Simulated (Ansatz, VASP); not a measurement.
## Sn in VASP and in Ansatz

The input INCAR:

```
PREC = Accurate
ENCUT = 500
EDIFF = 1E-6
ISMEAR = 0
SIGMA = 0.05
LREAL = F
LASPH = T
NELM = 120
ALGO = Normal
ISIF = 2
LWAVE = F
LCHARG = T
GGA = PE
LELF = T
LVHAR = T
NBANDS = 13
GGA_COMPAT = F
```

KPOINTS

```
regular mesh
0
Gamma
  12 12 12
```

File POSCAR:

```
Sn
1.0
   -1.8943875291      1.8943875291      1.8943875291
    1.8943875291     -1.8943875291      1.8943875291
    1.8943875291      1.8943875291     -1.8943875291
Sn
1
Direct
    0.0000000000      0.0000000000      0.0000000000
```

Input for Ansatz:

```yaml
crystal:
  lattice:
    - [-1.8943875291, 1.8943875291, 1.8943875291]
    - [1.8943875291, -1.8943875291, 1.8943875291]
    - [1.8943875291, 1.8943875291, -1.8943875291]
  atoms:
    - { symbol: Sn, position: [0.0, 0.0, 0.0] }
basis:
  ecutwfc: 420
  ecutrho_ratio: 4
kpoints:
  mp_grid: { grid: [12, 12, 12] }
hamiltonian:
  xc: pbe
scf:
  occupations: { method: gaussian, width: 0.05 }
output:
  forces: true
  stress: true
  eigenvalues: true
```

Alike in both runs: task single point; functional PBE; k mesh 12 × 12 × 12; occupations gaussian, width 0.05 eV; no spin polarisation.

|  | VASP | Ansatz |
| --- | --- | --- |
| version | VASP 6.6.1 | Ansatz 0.2.0 |
| potentials or method | VASP PAW PBE potentials, release 64 (Sn_d), cutoff 500 eV | scalar-relativistic, plane waves, PAW |
| valence electrons in the cell | 14 | 14 |

|  | VASP | Ansatz | Ansatz less VASP |
| --- | --- | --- | --- |
| gap on the k mesh at the Fermi level (eV) | none | none | - |
| pressure (GPa) | 0.5 | 0.5 | +0.05 |

A gap of «none» marks a metal or a gap that the smearing closes.
